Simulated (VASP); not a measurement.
Here is a VASP 6.6.1 calculation.

INCAR

```
SYSTEM = Si2Ge3
PREC = Accurate
ENCUT = 520
EDIFF = 1E-6
ISMEAR = 0
SIGMA = 0.1
LREAL = .False.
LASPH = .True.
NELM = 60
ALGO = Normal
ISIF = 2
LWAVE = .False.
LCHARG = .False.
GGA = PE
NBANDS = 61
```

Contents of KPOINTS:

```
regular mesh
0
Gamma
  6 6 1
  0 0 0
```

POSCAR

```
Si2Ge3
1.0
    2.9220403300      0.0000000000      0.0000000000
   -1.4610201600      2.5305611500      0.0000000000
    0.0000000000      0.0000000000     23.8681058900
Si Ge
4 6
Direct
    0.3333333300      0.6666666700      0.7000000000
    0.3333333300      0.6666666700      0.3000000000
    0.6666666700      0.3333333300      0.4000000000
    0.6666666700      0.3333333300      0.6000000000
    0.3333333300      0.6666666700      0.9000000000
    0.3333333300      0.6666666700      0.1000000000
    0.3333333300      0.6666666700      0.5000000000
    0.6666666700      0.3333333300      0.8000000000
    0.6666666700      0.3333333300      0.0000000000
    0.6666666700      0.3333333300      0.2000000000
```

Potentials or basis: VASP PAW PBE potentials, release 64 (Si, Ge_d).

Launch:

```bash
$ cat potpaw_PBE.64/Si/POTCAR potpaw_PBE.64/Ge_d/POTCAR > POTCAR
$ mpirun -np 1 vasp_std > vasp.out
```

Question: Predict the pressure.

Answer: 0.0 GPa.

Question: Predict the band gap on the k mesh.

Answer: Zero (bands 50 and 51 overlap by 8.92 eV).

Question: Estimate the largest force.

Answer: 0.454 eV/Å.

Stress tensor (GPa, compression positive):
```
 0.22  0.00  0.00
 0.00  0.22  0.00
 0.00  0.00 -0.29
```

Caveat: the k points lie up to 0.41 Å⁻¹ apart, too coarse for converged energies and pressures of a metal.
